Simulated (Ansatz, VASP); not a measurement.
Pd in VASP and in Ansatz

The input INCAR:

```
SYSTEM = Pd
PREC     = Accurate       ! precision mode
ENCUT    = 520            ! plane-wave cutoff, eV
EDIFF    = 1E-6           ! SCF threshold, eV
ISMEAR   = -1             ! smearing method
SIGMA    = 0.05           ! smearing width, eV
LREAL    = .False.        ! projectors in reciprocal space
LASPH    = .True.         ! aspherical terms in the spheres
NELM     = 80             ! most SCF steps
ALGO     = Fast           ! electronic algorithm
ISIF     = 2              ! what is computed and relaxed
LWAVE    = .False.        ! write WAVECAR
LCHARG   = .False.        ! write CHGCAR
NBANDS   = 17             ! bands
```

The input KPOINTS:

```
regular mesh
0
Gamma
  11 11 6
  0 0 0
```

Contents of POSCAR:

```
Pd
1.0
    2.8021004509      0.0000000000      0.0000000000
   -1.4010502255      2.4266901745      0.0000000000
    0.0000000000      0.0000000000      4.6595488139
Pd
2
Direct
    0.3333333333      0.6666666667      0.2500000000
    0.6666666667      0.3333333333      0.7500000000
```

Contents of input.yaml:

```yaml
crystal:
  lattice:
    - [2.8021004509, 0.0, 0.0]
    - [-1.4010502255, 2.4266901745, 0.0]
    - [0.0, 0.0, 4.6595488139]
  atoms:
    - { symbol: Pd, position: [0.3333333333, 0.6666666667, 0.25] }
    - { symbol: Pd, position: [0.6666666667, 0.3333333333, 0.75] }
kpoints:
  mp_grid: { grid: [11, 11, 6] }
scf:
  occupations: { method: fermi_dirac, width: 0.05 }
hamiltonian:
  xc: lda
  pseudopotentials: { kind: all_electron, lapw: { basis_error: 0.001 } }
output:
  forces: true
  stress: true
  eigenvalues: true
```

Change from the starting cell: volume scaled by 1.02.

Alike in both runs: task single point; functional LDA; k mesh 11 × 11 × 6; occupations fermi-dirac, width 0.05 eV; no spin polarisation.

```csv
,VASP,Ansatz
version,VASP 6.6.1,Ansatz 0.2.0
potentials or method,"VASP PAW LDA potentials, release 64 (Pd), cutoff 520 eV","all-electron LAPW, scalar-relativistic"
```

Ansatz gave:

* gap on the k mesh at the Fermi level (eV): none
* pressure (GPa): -18.2
* traceless stress, the component that is largest in VASP (GPa): 0.50

**Question.** What did VASP give for the same quantities?

**Answer.** gap on the k mesh at the Fermi level (eV): none; pressure (GPa): -17.9; traceless stress, the component that is largest in VASP (GPa): 0.39.

LDA's correlation is that of Perdew and Zunger in VASP and of Perdew and Wang (1992) in Ansatz. A gap of «none» marks a metal or a gap that the smearing closes. Ansatz ran all-electron here, and VASP with PAW potentials.
